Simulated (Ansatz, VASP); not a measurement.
**Two plane-wave programs on Zr3SiO8**

INCAR

```
ALGO = Normal
EDIFF = 1E-6
EDIFFG = -0.04
ENCUT = 600
GGA = PE
IBRION = 2
ISIF = 3
ISMEAR = 0
LASPH = True
LCHARG = False
LREAL = False
LWAVE = False
NELM = 80
NSW = 90
PREC = Accurate
SIGMA = 0.1
```

The input KPOINTS:

```
k-points
0
Gamma
  6 6 2
```

Contents of POSCAR:

```
Zr3SiO8
1.0
    3.6363259000      0.0000000000      0.0000000000
    0.0000000000      3.6363259000      0.0000000000
    0.0000000000      0.0000000000     10.4698194700
Zr Si O
3 1 8
Direct
    0.0000000000      0.0000000000      0.5000000000
    0.5000000000      0.5000000000      0.2500000000
    0.5000000000      0.5000000000      0.7500000000
    0.0000000000      0.0000000000      0.0000000000
    0.0000000000      0.5000000000      0.1015000000
    0.0000000000      0.5000000000      0.6015000000
    0.0000000000      0.5000000000      0.3515000000
    0.0000000000      0.5000000000      0.8515000000
    0.5000000000      0.0000000000      0.1485000000
    0.5000000000      0.0000000000      0.6485000000
    0.5000000000      0.0000000000      0.3985000000
    0.5000000000      0.0000000000      0.8985000000
```

Input for Ansatz:

```yaml
crystal:
  lattice:
    - [3.6363259, 0.0, 0.0]
    - [0.0, 3.6363259, 0.0]
    - [0.0, 0.0, 10.46981947]
  atoms:
    - { symbol: Zr, position: [0.0, 0.0, 0.5] }
    - { symbol: Zr, position: [0.5, 0.5, 0.25] }
    - { symbol: Zr, position: [0.5, 0.5, 0.75] }
    - { symbol: Si, position: [0.0, 0.0, 0.0] }
    - { symbol: O, position: [0.0, 0.5, 0.1015] }
    - { symbol: O, position: [0.0, 0.5, 0.6015] }
    - { symbol: O, position: [0.0, 0.5, 0.3515] }
    - { symbol: O, position: [0.0, 0.5, 0.8515] }
    - { symbol: O, position: [0.5, 0.0, 0.1485] }
    - { symbol: O, position: [0.5, 0.0, 0.6485] }
    - { symbol: O, position: [0.5, 0.0, 0.3985] }
    - { symbol: O, position: [0.5, 0.0, 0.8985] }
basis:
  ecutwfc: 420
kpoints:
  mp_grid: { grid: [6, 6, 2] }
hamiltonian:
  xc: pbe
scf:
  occupations: { method: gaussian, width: 0.1 }
  lower_state_search: "off"
output:
  forces: true
  stress: true
  eigenvalues: true
relax:
  adjacent_minimum: "off"
  f_tol: 0.04
  max_steps: 70
  cell: { stress_tol: 0.4 }
```

Alike in both runs: task relaxation of cell and atoms; functional PBE; k mesh 6 × 6 × 2; occupations gaussian, width 0.1 eV; no spin polarisation.

|  | VASP | Ansatz |
| --- | --- | --- |
| version | VASP 6.6.1 | Ansatz 0.2.0 |
| potentials or method | VASP PAW PBE potentials, release 64 (Zr_sv, Si, O), cutoff 600 eV | scalar-relativistic, plane waves, PAW |
| valence electrons in the cell | 88 | 88 |

VASP gave:

- gap on the k mesh at the Fermi level, each at its own relaxed structure (eV): 1.63
- relaxed volume (Å³/atom): 11.01
- relaxed length of the cell vector where the two differ most in proportion (Å): 3.505

Which values does Ansatz return?

gap on the k mesh at the Fermi level, each at its own relaxed structure (eV): 1.64; relaxed volume (Å³/atom): 11.04; relaxed length of the cell vector where the two differ most in proportion (Å): 3.508.
